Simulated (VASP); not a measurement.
## W: single point with PBEsol

W:

```
CELL_PARAMETERS angstrom
0.00000 2.62728 2.62728
2.62728 0.00000 2.62728
2.62728 2.62728 0.00000
ATOMIC_POSITIONS crystal
W 0.87500 0.87500 0.87500
W 0.12500 0.12500 0.12500
```

This cell differs from its parent crystal: volume scaled by 0.76.

* Program: VASP 6.6.1
* Task: single point
* Functional: PBEsol
* Potentials or basis: VASP PAW PBE potentials, release 64 (W_sv)
* Cutoff: 520 eV
* k mesh: 14 × 14 × 14
* Occupations: fermi-dirac, width 0.1 eV
* Spin: no spin polarisation

The pressure is 64.1 GPa. The band gap on the k mesh is zero (band 14 reaches 9.17 eV, above the bottom of band 15 at 8.16 eV).

Levels at points of the mesh, in eV from the Fermi level:
```csv
k point,band 12,band 13,band 14,band 15,band 16,band 17
"(0.00, 0.00, 0.00)",-1.57,-1.57,-1.57,1.94,1.94,1.94
"(0.50, 0.00, 0.00)",-3.03,-2.11,-2.11,0.09,3.70,3.70
"(0.50, 0.50, 0.00)",-2.04,-0.64,-0.64,0.76,0.76,6.01
```

Run time: 64 s on 1 thread of Intel(R) Xeon(R) Platinum 8259CL CPU @ 2.50GHz (Skylake/Cascade Lake) (shared host), peak memory 0.19 GiB.

Caveat: the PAW data sets were made with another functional, which shifts forces and pressure a little; spin-orbit coupling is left out, which moves the levels of the heavy elements.
